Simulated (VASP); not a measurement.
Here is a VASP 6.6.1 calculation.

File INCAR:

```
SYSTEM = Ta
PREC = Accurate ; ENCUT = 520
EDIFF = 1E-6 ; ISMEAR = -1
SIGMA = 0.15 ; LREAL = .FALSE.
LASPH = .TRUE. ; NELM = 60
ALGO = Normal ; ISIF = 2
LWAVE = .FALSE. ; LCHARG = .TRUE.
GGA = PE ; LELF = .TRUE.
LVHAR = .TRUE. ; NBANDS = 12
```

KPOINTS

```
Automatic mesh
0
G
  10 10 10
  0 0 0
```

Contents of POSCAR:

```
Ta
1.0
   -1.5823951563      1.5823951563      1.5823951563
    1.5823951563     -1.5823951563      1.5823951563
    1.5823951563      1.5823951563     -1.5823951563
Ta
1
Direct
    0.0000000000      0.0000000000      0.0000000000
```

Potentials or basis: VASP PAW PBE potentials, release 64 (Ta_pv).

Launch:

```bash
$ cat potpaw_PBE.64/Ta_pv/POTCAR > POTCAR
$ mpirun -np 1 vasp_std > vasp.out
```

Question: Predict the pressure.

Answer: 38.6 GPa.
